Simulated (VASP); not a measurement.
# CsC (P3m1) in VASP: single point with PBE

Aim: the single point of CsC with PBE.

Program: VASP 6.6.1. These are calculated values, not measurements. Logs are shortened: lines on timing, memory, paths and dates and some standing lists are left out, and cuts for length are marked.

## (1) The cell of the first run

The structure is trigonal, space group P3m1 (No. 156). Conventional cell: a = 4.104 Å, b = 4.104 Å, c = 4.410 Å, α = 90.00°, β = 90.00°, γ = 120.00°. Within 3.3 Å of Cs (site symmetry 3m) lie 3 C at 2.48 Å. Within 3.3 Å of C (site symmetry 3m) lie 3 Cs at 2.48 Å.

## (2) Single point, PBE

Input file INCAR:

```
PREC     = Accurate       # precision mode
ENCUT    = 520            # plane-wave cutoff, eV
EDIFF    = 1E-7           # SCF threshold, eV
ISMEAR   = 0              # smearing method
SIGMA    = 0.1            # smearing width, eV
LREAL    = False          # projectors in reciprocal space
LASPH    = True           # aspherical terms in the spheres
NELM     = 100            # most SCF steps
ALGO     = Normal         # electronic algorithm
ISIF     = 2              # what is computed and relaxed
LWAVE    = False          # write WAVECAR
LCHARG   = False          # write CHGCAR
GGA      = PE             # functional
NBANDS   = 14             # bands
```

Input file KPOINTS:

```
regular mesh
0
Gamma
  6 6 4
```

Input file POSCAR:

```
CsC
1.0
    4.1043753700      0.0000000000      0.0000000000
   -2.0521876900      3.5544933400      0.0000000000
    0.0000000000      0.0000000000      4.4095696300
Cs C
1 1
Direct
    0.3333333300      0.6666666700      0.5966287300
    0.0000000000      0.0000000000      0.4313492300
```

Potentials or basis: VASP PAW PBE potentials, release 64 (Cs_sv, C).

Launch:

```bash
$ cat potpaw_PBE.64/Cs_sv/POTCAR potpaw_PBE.64/C/POTCAR > POTCAR
$ mpirun -np 1 vasp_std > vasp.out
```

OUTCAR:

```text
PREC = Accurate
   ENCUT = 520
   EDIFF = 1E-7
   ISMEAR = 0
   LREAL = False
   LASPH = True
   NELM = 100
   ISIF = 2
   GGA = PE

 ion  position               nearest neighbor table
   1  0.333  0.667  0.597-   2 2.48   2 2.48   2 2.48
   2  0.000  0.000  0.431-   1 2.48   1 2.48   1 2.48

  LATTYP: Found a hexagonal cell.
 ALAT       =     4.1043753700
 C/A-ratio  =     1.0743582720

  Lattice vectors:

 A1 = (   4.1043753700,   0.0000000000,   0.0000000000)
 A2 = (  -2.0521876900,   3.5544933400,   0.0000000000)
 A3 = (   0.0000000000,   0.0000000000,   4.4095696300)

Analysis of symmetry for initial positions (statically):
=====================================================================
 Subroutine PRICEL returns:
 Original cell was already a primitive cell.

 Routine SETGRP: Setting up the symmetry group for a
 hexagonal supercell.

 Subroutine GETGRP returns: Found  6 space group operations
 (whereof  6 operations were pure point group operations)
 out of a pool of 24 trial point group operations.

The static configuration has the point symmetry C_3v.

Analysis of symmetry for dynamics (positions and initial velocities):
=====================================================================
 Subroutine PRICEL returns:
 Original cell was already a primitive cell.

 Routine SETGRP: Setting up the symmetry group for a
 hexagonal supercell.

 Subroutine GETGRP returns: Found  6 space group operations
 (whereof  6 operations were pure point group operations)
 out of a pool of 24 trial point group operations.

The dynamic configuration has the point symmetry C_3v.

 Subroutine INISYM returns: Found  6 space group operations
 (whereof  6 operations are pure point group operations),
 and found     1 'primitive' translations

----------------------------------------------------------------------------------------

                                     Primitive cell

  volume of cell :      64.3311

  direct lattice vectors                    reciprocal lattice vectors
     4.104375370  0.000000000  0.000000000     0.243642433  0.140667024  0.000000000
    -2.052187690  3.554493340  0.000000000     0.000000000  0.281334048  0.000000000
     0.000000000  0.000000000  4.409569630     0.000000000  0.000000000  0.226779501

  length of vectors
     4.104375370  4.104375375  4.409569630     0.281334048  0.281334048  0.226779501

  position of ions in fractional coordinates (direct lattice)
     0.333333330  0.666666670  0.596628730
     0.000000000  0.000000000  0.431349230

  ion indices of the primitive-cell ions
   primitive index   ion index
                 1           1
                 2           2

----------------------------------------------------------------------------------------

 KPOINTS: regular mesh

Automatic generation of k-mesh.
 Grid dimensions read from file:
 generate k-points for:    6    6    4

 Generating k-lattice:

  Cartesian coordinates                     Fractional coordinates (reciprocal lattice)
     0.040607072  0.023444504  0.000000000     0.166666667  0.000000000  0.000000000
     0.000000000  0.046889008  0.000000000     0.000000000  0.166666667  0.000000000
     0.000000000  0.000000000  0.056694875     0.000000000  0.000000000  0.250000000

  Length of vectors
     0.046889008  0.046889008  0.056694875

  Shift w.r.t. Gamma in fractional coordinates (k-lattice)
     0.000000000  0.000000000  0.000000000

 Subroutine IBZKPT returns following result:
 ===========================================

 Found     24 irreducible k-points:

 Following reciprocal coordinates:
            Coordinates               Weight
  0.000000  0.000000  0.000000      1.000000
  0.166667 -0.000000  0.000000      6.000000
  0.333333 -0.000000  0.000000      6.000000
  0.500000 -0.000000  0.000000      3.000000
  0.166667  0.166667  0.000000      6.000000
  0.333333  0.166667  0.000000     12.000000
[... 16 lines left out ...]
  0.333333  0.166667  0.500000     12.000000
  0.333333  0.333333  0.500000      2.000000
   k-points           NKPTS =     24   k-points in BZ     NKDIM =     24   number of bands    NBANDS=     14
   number of dos      NEDOS =    301   number of ions     NIONS =      2
   total plane-waves  NPLWV =  36864
   dimension x,y,z NGX =    32 NGY =   32 NGZ =   36
   dimension x,y,z NGXF=    64 NGYF=   64 NGZF=   72
   ions per type =               1   1
   NGX,Y,Z   is equivalent  to a cutoff of  12.96, 12.96, 13.57 a.u.
   NGXF,Y,Z  is equivalent  to a cutoff of  25.92, 25.92, 27.14 a.u.
 SYSTEM =  unknown system
   PREC   = accura    normal or accurate (medium, high low for compatibility)
   ISTART =      0    job   : 0-new  1-cont  2-samecut
   ICHARG =      2    charge: 1-file 2-atom 10-const
   ISPIN  =      1    spin polarized calculation?
   LNONCOLLINEAR =      F non collinear calculations
   LSORBIT =      F    spin-orbit coupling
   LASPH  =      T    aspherical Exc in radial PAW
   ENCUT  =  520.0 eV  38.22 Ry    6.18 a.u.   7.63  7.63  8.20*2*pi/ulx,y,z
   NELM   =    100;   NELMIN=  2; NELMDL= -5     # of ELM steps
   EDIFF  = 0.1E-06   stopping-criterion for ELM
   LREAL  =      F    real-space projection
   EDIFFG = 0.1E-05   stopping-criterion for IOM
   NSW    =      0    number of steps for IOM
   IBRION =     -1    ionic relax: 0-MD 1-quasi-New 2-CG
   NFREE  =      0    steps in history (QN), initial steepest desc. (CG)
   ISIF   =      2    stress and relaxation
   ISYM   =      2    0-nonsym 1-usesym 2-fastsym
   POTIM  = 0.5000    time-step for ionic-motion
   TEBEG  =    0.0;   TEEND  =   0.0 temperature during run
   PSTRESS=    0.0 pullay stress
   NELECT =      13.0000    total number of electrons
   NUPDOWN=      -1.0000    fix difference up-down
   EMIN   =  10.00;   EMAX   =-10.00  energy-range for DOS
   EFERMI =   0.00;   METHOD = LEGACY
   ISMEAR =     0;   SIGMA  =   0.10  broadening in eV -4-tet -1-fermi 0-gaus
   EFERMI_NEDOS =   21; number of points for ismear=-14 and -15
   IALGO  =     38    algorithm
   IMIX   =      4    mixing-type and parameters
     AMIX     =   0.40;   BMIX     =  1.00
     AMIX_MAG =   1.60;   BMIX_MAG =  1.00
  volume/ion in A,a.u.               =      32.17       217.06
  Fermi-wavevector in a.u.,A,eV,Ry     =   0.960688  1.815437 12.557104  0.922921
  Thomas-Fermi vector in A             =   2.089994
   LORBIT       =      0    0 simple, 1 ext, 2 COOP (PROOUT), +10 PAW based schemes
   GGA     = PE    functional components
   LHFCALC =     F    Hartree Fock is set to
   AEXX    =    0.0000 exact exchange contribution
   IVDW    =     0    specifies the selected vdW correction
   LEPSILON=     F    determine dielectric tensor
   LRPA    =     F    only Hartree local field effects (RPA)
 non-spin polarized calculation
 Gauss-broadening in eV      SIGMA  =   0.10
  energy-cutoff  :      520.00
  volume of cell :       64.33
 maximum number of plane-waves:      1754
 NGX is ok and might be reduce to    32
   NGX = 15   NGY = 15   NGZ = 17

 number of electron      13.0000000 magnetization

 Free energy of the ion-electron system (eV)
  ---------------------------------------------------
  ext. energy  EPLUGINS =         0.00000000
  ---------------------------------------------------
  free energy    TOTEN  =        -3.56107288 eV

  energy without entropy =       -3.55457158  energy(sigma->0) =       -3.55782223

 E-fermi :   1.0230     XC(G=0):  -7.8283

 val. band max:        1.0098370550   @ k =   0.1667   0.1667   0.5000
 cond. band min:       1.0273662772   @ k =   0.3333   0.3333   0.2500
 fundamental gap:      0.0175292222
 Fermi energy:         1.0230333193

 k-point     1 :       0.0000    0.0000    0.0000
  band No.  band energies     occupation
      1     -20.6460      2.00000
      2      -8.3223      2.00000
      3      -7.1152      2.00000
      4      -7.1152      2.00000
      5      -5.8932      2.00000
      6       0.4207      2.00000
      7       0.4207      2.00000
      8       0.4919      2.00000
      9       4.0503      0.00000
     10       7.0870      0.00000
     11       8.6649      0.00000
     12       8.6649      0.00000
     13      10.7185      0.00000
     14      11.3618      0.00000

 k-point     2 :       0.1667   -0.0000    0.0000
  band No.  band energies     occupation
      1     -20.5871      2.00000
      2      -8.9366      2.00000
      3      -7.3294      2.00000
      4      -7.2542      2.00000
      5      -5.1503      2.00000
      6       0.3472      2.00000
      7       0.7023      1.99999
      8       0.8251      1.99488
      9       4.3694      0.00000
     10       6.8481      0.00000
     11       8.2019      0.00000
     12       8.4962      0.00000
     13      10.8049      0.00000
     14      11.6256      0.00000

 k-point     3 :       0.3333   -0.0000    0.0000
  band No.  band energies     occupation
      1     -20.4642      2.00000
      2      -9.9153      2.00000
      3      -7.5058      2.00000
      4      -7.2305      2.00000
      5      -4.6371      2.00000
      6       0.4130      2.00000
      7       1.4593      0.00000
      8       1.6362      0.00000
      9       4.7400      0.00000
     10       6.2665      0.00000
     11       7.4667      0.00000
     12       8.6480      0.00000
     13       9.9383      0.00000
     14      11.2594      0.00000
[... 324 lines left out ...]
 k-point    23 :       0.3333    0.1667    0.5000
  band No.  band energies     occupation
      1     -20.3684      2.00000
      2     -10.1386      2.00000
      3      -7.8845      2.00000
      4      -7.5621      2.00000
      5      -4.3561      2.00000
      6       0.2410      2.00000
      7       1.5487      0.00000
      8       1.8197      0.00000
      9       5.8435      0.00000
     10       6.7699      0.00000
     11       7.8162      0.00000
     12       9.0281      0.00000
     13      10.4134      0.00000
     14      11.5899      0.00000

 k-point    24 :       0.3333    0.3333    0.5000
  band No.  band energies     occupation
      1     -20.3365      2.00000
      2     -10.2174      2.00000
      3      -8.2073      2.00000
      4      -7.4995      2.00000
      5      -4.1244      2.00000
      6       0.7776      1.99948
      7       1.4886      0.00000
      8       1.5120      0.00000
      9       6.0091      0.00000
     10       6.4542      0.00000
     11       7.6114      0.00000
     12       9.0801      0.00000
     13      10.4594      0.00000
     14      12.5029      0.00000

------------------------ aborting loop because EDIFF is reached ----------------------------------------

  FORCE on cell =-STRESS in cart. coord.  units (eV):
  Direction    XX          YY          ZZ          XY          YZ          ZX
  --------------------------------------------------------------------------------------
  -------------------------------------------------------------------------------------
  Total        2.9834815      2.9834815      0.1617601     -0.0000000     -0.0000000      0.0000000
  in kB       74.3041298     74.3041299      4.0286627     -0.0000001     -0.0000000      0.0000000
  external PRESSURE =      50.8789741 kB  Pullay stress =       0.0000000 kB

 VOLUME and BASIS-vectors are now :
 -----------------------------------------------------------------------------
  energy-cutoff  :      520.00
  volume of cell :       64.33
      direct lattice vectors                 reciprocal lattice vectors
     4.104375370  0.000000000  0.000000000     0.243642433  0.140667024  0.000000000
    -2.052187690  3.554493340  0.000000000     0.000000000  0.281334048  0.000000000
     0.000000000  0.000000000  4.409569630     0.000000000  0.000000000  0.226779501

 POSITION                                       TOTAL-FORCE (eV/Angst)
 -----------------------------------------------------------------------------------
     -0.00000      2.36966      2.63088         0.000000      0.000000      0.412285
      0.00000      0.00000      1.90206        -0.000000     -0.000000     -0.412285
 -----------------------------------------------------------------------------------
    total drift:                                0.000010     -0.000006     -0.000105

  FREE ENERGIE OF THE ION-ELECTRON SYSTEM (eV)
  ---------------------------------------------------
  free  energy   TOTEN  =        -3.5610728800 eV

  energy  without entropy=       -3.5545715762  energy(sigma->0) =       -3.55782223
```

Wall time 16 s (1 thread of Intel Xeon Platinum 8259CL at 2.50GHz (Skylake/Cascade Lake), shared host); peak memory 0.18 GiB.

Results:

* Free energy: -3.5611 eV
* Pressure: 5.1 GPa
* Largest force: 0.412 eV/Å

Forces in eV/Å, atoms in the order of the input:
```
Cs   0.000  0.000  0.412
C    0.000  0.000 -0.412
```

Stress tensor (GPa, compression positive):
```
7.43 0.00 0.00
0.00 7.43 0.00
0.00 0.00 0.40
```

Caveat: spin-orbit coupling is left out, which moves the levels of the heavy elements.
